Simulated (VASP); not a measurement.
# Y2LuN3 (P-3m1) in VASP: notebook, part 2 of 2

VASP 6.6.1.

## (3) Single point, PBE

This run uses another cell than the first one, of 14.33 Å³/atom.

The input, INCAR:

```
PREC = Accurate
ENCUT = 520
EDIFF = 1E-6
ISMEAR = 0
SIGMA = 0.1
LREAL = F
LASPH = T
NELM = 80
ALGO = Normal
ISIF = 2
LWAVE = F
LCHARG = F
GGA = PE
NBANDS = 40
```

The input, KPOINTS:

```
regular mesh
0
Gamma
  6 6 2
```

The input, POSCAR:

```
Y2LuN3
1.0
    3.4364444632      0.0000000000      0.0000000000
   -1.7182222316      2.9760482038      0.0000000000
    0.0000000000      0.0000000000      8.4092487313
Y Lu N
2 1 3
Direct
    0.3333333333      0.6666666667      0.6690051204
    0.6666666667      0.3333333333      0.3309948796
    0.0000000000      0.0000000000      0.0000000000
    0.3333333333      0.6666666667      0.1615922031
    0.6666666667      0.3333333333      0.8384077969
    0.0000000000      0.0000000000      0.5000000000
```

Potentials or basis: VASP PAW PBE potentials, release 64 (Y_sv, Lu, N).

Started as:

```
$ cat potpaw_PBE.64/Y_sv/POTCAR potpaw_PBE.64/Lu/POTCAR potpaw_PBE.64/N/POTCAR > POTCAR
$ mpirun -np 1 vasp_std > vasp.out
```

Run time: 44 s. Hardware: 1 thread of Intel Xeon 6975P-C (Granite Rapids), shared host; peak memory 0.24 GiB.

Results (log left out):

```yaml
Free_energy: -52.8151 eV
Pressure: 0.1 GPa
Largest_force: 0.064 eV/Å
Band_gap_on_the_k_mesh: 0.10 eV (least direct gap 0.59 eV)
```

Forces on the atoms (eV/Å):
```
Y    0.000  0.000  0.001
Y    0.000  0.000 -0.001
Lu   0.000  0.000  0.000
N    0.000  0.000  0.064
N    0.000  0.000 -0.064
N    0.000  0.000  0.000
```

Stress tensor (GPa, compression positive):
```
0.09 0.00 0.00
0.00 0.09 0.00
0.00 0.00 0.23
```

Levels at points of the mesh, in eV from the valence-band top:
```tsv
k point	band 28	band 29	band 30	band 31	band 32	band 33	band 34	band 35
(0.00, 0.00, 0.00)	-1.85	0.00	0.00	0.00	3.10	3.12	3.12	3.72
(0.50, 0.00, 0.00)	-1.92	-1.78	-0.50	-0.49	0.10	3.76	4.07	6.04
(0.00, 0.00, 0.50)	-0.93	-0.93	-0.72	-0.72	3.21	3.39	3.71	3.71
(0.50, 0.00, 0.50)	-1.58	-1.55	-1.05	-1.02	1.47	1.57	5.73	6.43
```

Caveat: spin-orbit coupling is left out, which moves the levels of the heavy elements. A k mesh can miss the band edges.

## (4) Relaxation of cell and atoms, PBE

The input, INCAR:

```
SYSTEM = Y2LuN3
PREC = Accurate
ENCUT = 600
EDIFF = 1E-7
ISMEAR = 0
SIGMA = 0.1
LREAL = .False.
LASPH = .True.
NELM = 80
ALGO = Normal
ISIF = 3
LWAVE = .False.
LCHARG = .False.
GGA = PE
IBRION = 2
NSW = 90
EDIFFG = -0.04
```

The input, KPOINTS:

```
regular mesh
0
Gamma
  6 6 2
  0 0 0
```

The input, POSCAR:

```
Y2LuN3
1.0
    3.3917801200      0.0000000000      0.0000000000
   -1.6958900600      2.9373677500      0.0000000000
    0.0000000000      0.0000000000      8.2790740600
Y Lu N
2 1 3
Direct
    0.3333333300      0.6666666700      0.6657999800
    0.6666666700      0.3333333300      0.3342000200
    0.0000000000      0.0000000000      0.0000000000
    0.3333333300      0.6666666700      0.1726190000
    0.6666666700      0.3333333300      0.8273810000
    0.0000000000      0.0000000000      0.5000000000
```

Started as:

```
$ cat potpaw_PBE.64/Y_sv/POTCAR potpaw_PBE.64/Lu/POTCAR potpaw_PBE.64/N/POTCAR > POTCAR
$ mpirun -np 1 vasp_std > vasp.out
```

Wall time 5 min (1 thread of Intel Xeon 6975P-C (Granite Rapids), shared host); peak memory 0.27 GiB.

It converged, with:

```yaml
Free_energy: -52.8173 eV
Relaxed_volume: 14.35 Å³/atom
Relaxed_cell: a = 3.437 Å, b = 3.437 Å, c = 8.416 Å, α = 90.00°, β = 90.00°, γ = 120.00°
Space_group_after_relaxing_to_0.1_Å: P-3m1 (No. 164)
Energy_gained_by_relaxing: 32.5 meV/atom
Ionic_steps: 7
Pressure_after_relaxing: 0.0 GPa
Largest_force_after_relaxing: 0.005 eV/Å
Band_gap_on_the_k_mesh: 0.11 eV (least direct gap 0.60 eV)
```

Forces on the atoms (eV/Å):
```
Y    0.000  0.000 -0.001
Y    0.000  0.000  0.001
Lu   0.000  0.000  0.000
N    0.000  0.000  0.005
N    0.000  0.000 -0.005
N    0.000  0.000  0.000
```

The path:
```csv
step,energy change (eV),largest force (eV/Å),pressure (GPa),volume (Å³)
1,0.0000,1.2465,8.12,82.48
2,-0.0489,0.3801,-8.04,91.08
3,-0.1502,0.6147,-1.53,87.05
4,-0.1876,0.2181,-0.56,86.42
5,-0.1943,0.1441,0.12,86.01
6,-0.1950,0.0586,-0.07,86.12
7,-0.1951,0.0047,-0.01,86.09
```

Final structure:
```
Y Lu N
1.0
     3.43667    0.00000    0.00000
    -1.71834    2.97624    0.00000
     0.00000    0.00000    8.41647
Y Lu N
2 1 3
Cartesian
  0.0000 1.9842 5.6296
  1.7183 0.9921 2.7869
  0.0000 0.0000 0.0000
  0.0000 1.9842 1.3645
  1.7183 0.9921 7.0520
  0.0000 0.0000 4.2082
```

Levels at points of the mesh, in eV from the valence-band top:
```csv
k point,band 27,band 28,band 29,band 30,band 31,band 32,band 33,band 34,band 35,band 36
"(0.00, 0.00, 0.00)",-1.84,-1.84,0.00,0.00,0.00,3.10,3.13,3.13,3.72,4.19
"(0.50, 0.00, 0.00)",-2.00,-1.92,-1.77,-0.49,-0.49,0.11,3.77,4.05,6.05,6.13
"(0.00, 0.00, 0.50)",-1.29,-0.92,-0.92,-0.73,-0.73,3.23,3.39,3.72,3.72,3.88
"(0.50, 0.00, 0.50)",-2.24,-1.58,-1.54,-1.04,-1.02,1.48,1.56,5.73,6.44,6.48
```

Caveat: spin-orbit coupling is left out, which moves the levels of the heavy elements.

## (5) Single point, PBE

This run uses another cell than the first one, of 14.34 Å³/atom.

The input, INCAR:

```
SYSTEM = Y2LuN3
PREC = Accurate
ENCUT = 520
EDIFF = 1E-6
ISMEAR = 0
SIGMA = 0.01
LREAL = .FALSE.
LASPH = .TRUE.
NELM = 80
ALGO = Normal
ISIF = 2
LWAVE = .FALSE.
LCHARG = .TRUE.
GGA = PE
LELF = .TRUE.
LVHAR = .TRUE.
NBANDS = 40
```

The input, KPOINTS:

```
Automatic mesh
0
G
  12 12 4
  0 0 0
```

The input, POSCAR:

```
Y2LuN3
1.0
    3.4352120616      0.0000000000      0.0000000000
   -1.7176060308      2.9749809128      0.0000000000
    0.0000000000      0.0000000000      8.4162374708
Y Lu N
2 1 3
Direct
    0.3333333333      0.6666666667      0.6690292511
    0.6666666667      0.3333333333      0.3309707489
    0.0000000000      0.0000000000      0.0000000000
    0.3333333333      0.6666666667      0.1617347669
    0.6666666667      0.3333333333      0.8382652331
    0.0000000000      0.0000000000      0.5000000000
```

Potentials or basis: VASP PAW PBE potentials, release 64 (Y_sv, Lu, N).

Started as:

```
$ cat potpaw_PBE.64/Y_sv/POTCAR potpaw_PBE.64/Lu/POTCAR potpaw_PBE.64/N/POTCAR > POTCAR
$ mpirun -np 1 vasp_std > vasp.out
```

OUTCAR:

```text
SYSTEM = Y2LuN3
   PREC = Accurate
   ENCUT = 520
   EDIFF = 1E-6
   ISMEAR = 0
   LREAL = .FALSE.
   LASPH = .TRUE.
   NELM = 80
   ISIF = 2
   GGA = PE

 ion  position               nearest neighbor table
   1  0.333  0.667  0.669-   6 2.44   6 2.44   6 2.44   5 2.44   5 2.44   5 2.44   3 3.42   3 3.42
                             3 3.42   2 3.47   2 3.47   2 3.47
   2  0.667  0.333  0.331-   6 2.44   6 2.44   6 2.44   4 2.44   4 2.44   4 2.44   3 3.42   3 3.42
                             3 3.42   1 3.47   1 3.47   1 3.47
   3  0.000  0.000  0.000-   4 2.41   5 2.41   5 2.41   4 2.41   5 2.41   4 2.41   1 3.42   2 3.42
[... 1244 lines left out ...]
  -------------------------------------------------------------------------------------
  Total        0.0360210      0.0360210      0.0265758     -0.0000000      0.0000000      0.0000000
  in kB        0.6709825      0.6709825      0.4950418     -0.0000000      0.0000000      0.0000000
  external PRESSURE =       0.6123356 kB  Pullay stress =       0.0000000 kB

 VOLUME and BASIS-vectors are now :
 -----------------------------------------------------------------------------
  energy-cutoff  :      520.00
  volume of cell :       86.01
      direct lattice vectors                 reciprocal lattice vectors
     3.435212062  0.000000000  0.000000000     0.291102844  0.168068305  0.000000000
    -1.717606031  2.974980913  0.000000000     0.000000000  0.336136610  0.000000000
     0.000000000  0.000000000  8.416237471     0.000000000  0.000000000  0.118817940

 POSITION                                       TOTAL-FORCE (eV/Angst)
 -----------------------------------------------------------------------------------
     -0.00000      1.98332      5.63071         0.000000      0.000000     -0.007119
      1.71761      0.99166      2.78553        -0.000000     -0.000000      0.007119
      0.00000      0.00000      0.00000         0.000000      0.000000      0.000000
     -0.00000      1.98332      1.36120         0.000000     -0.000000      0.051430
      1.71761      0.99166      7.05504        -0.000000      0.000000     -0.051430
      0.00000      0.00000      4.20812         0.000000      0.000000      0.000000
 -----------------------------------------------------------------------------------
    total drift:                               -0.000000     -0.000000      0.000000

  FREE ENERGIE OF THE ION-ELECTRON SYSTEM (eV)
  ---------------------------------------------------
  free  energy   TOTEN  =       -52.8299501287 eV

  energy  without entropy=      -52.8299501287  energy(sigma->0) =      -52.82995013
```

Wall time 2.8 min (1 thread of Intel Xeon 6975P-C (Granite Rapids), shared host); peak memory 0.39 GiB.

What came out:

* Free energy: -52.8300 eV
* Pressure: 0.1 GPa
* Largest force: 0.051 eV/Å
* Band gap on the k mesh: 0.10 eV (least direct gap 0.59 eV)

Forces on the atoms (eV/Å):
```
Y    0.000  0.000 -0.007
Y    0.000  0.000  0.007
Lu   0.000  0.000  0.000
N    0.000  0.000  0.051
N    0.000  0.000 -0.051
N    0.000  0.000  0.000
```

Levels at points of the mesh, in eV from the valence-band top:
```csv
k point,band 29,band 30,band 31,band 32,band 33,band 34
"(0.00, 0.00, 0.00)",0.00,0.00,0.00,3.09,3.13,3.13
"(0.50, 0.00, 0.00)",-1.77,-0.49,-0.49,0.10,3.76,4.06
"(0.00, 0.00, 0.50)",-0.92,-0.72,-0.72,3.22,3.39,3.71
"(0.50, 0.00, 0.50)",-1.54,-1.05,-1.02,1.48,1.56,5.73
```

Caveat: spin-orbit coupling is left out, which moves the levels of the heavy elements.

## (6) Summary

| task | cell | k mesh | cutoff (eV) | smearing | gap on the mesh (eV) | pressure (GPa) | largest force (eV/Å) |
| --- | --- | --- | --- | --- | --- | --- | --- |
| single point | a = 3.392, b = 3.392, c = 8.279 Å, angles 90.0, 90.0, 120.0°, 6 atoms, atomic positions A | 6 × 6 × 2 | 520 | gaussian 0.1 eV | 0.06 | 8.2 | 1.24 |
| single point | a = 3.436, b = 3.436, c = 8.409 Å, angles 90.0, 90.0, 120.0°, 6 atoms, atomic positions B | 6 × 6 × 2 | 520 | gaussian 0.1 eV | 0.10 | 0.1 | 0.06 |
| relaxation of cell and atoms | relaxed from a = 3.392, b = 3.392, c = 8.279 Å, angles 90.0, 90.0, 120.0°, 6 atoms, atomic positions A | 6 × 6 × 2 | 600 | gaussian 0.1 eV | 0.11 | 0.0 | - |
| single point | a = 3.435, b = 3.435, c = 8.416 Å, angles 90.0, 90.0, 120.0°, 6 atoms, atomic positions B | 12 × 12 × 4 | 520 | gaussian 0.01 eV | 0.10 | 0.1 | 0.05 |

Alike in all rows: level PBE; potentials or basis VASP PAW PBE potentials, release 64 (Y_sv, Lu, N); no spin polarisation.

Caveats: spin-orbit coupling is left out, which moves the levels of the heavy elements; the cell stands under pressure (at least some runs); forces of over 1 eV/Å act on the atoms, so gaps and moduli don't describe the material at rest (at least some runs).

Absolute energies hang on the potentials; compare differences alone.
